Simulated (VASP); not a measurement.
A run of VASP 6.6.1 is set up as follows.

The input INCAR:

```
SYSTEM = SiC
  PREC = Accurate
  ENCUT = 520
  EDIFF = 1E-6
  ISMEAR = -1
  SIGMA = 0.05
  LREAL = .False.
  LASPH = .True.
  NELM = 100
  ALGO = Normal
  ISIF = 2
  LWAVE = .False.
  LCHARG = .False.
  GGA = PE
  NBANDS = 11
```

File KPOINTS:

```
Automatic mesh
0
Gamma
  15 15 15
  0 0 0
```

Contents of POSCAR:

```
SiC
1.0
    0.0000000000      2.1898574282      2.1898574282
    2.1898574282      0.0000000000      2.1898574282
    2.1898574282      2.1898574282      0.0000000000
Si C
1 1
Direct
    0.0000000000      0.0000000000      0.0000000000
    0.2500000000      0.2500000000      0.2500000000
```

Potentials or basis: VASP PAW PBE potentials, release 64 (Si, C).

Launch:

```console
$ cat potpaw_PBE.64/Si/POTCAR potpaw_PBE.64/C/POTCAR > POTCAR
$ mpirun -np 1 vasp_std > vasp.out
```

Task: Predict the band gap on the k mesh.

Result: 1.42 eV, indirect (least direct gap 4.55 eV).

Task: Predict the pressure.

Result: 0.0 GPa.

A k mesh can miss the band edges. As with any semilocal functional, this PBE gap is likely too small.
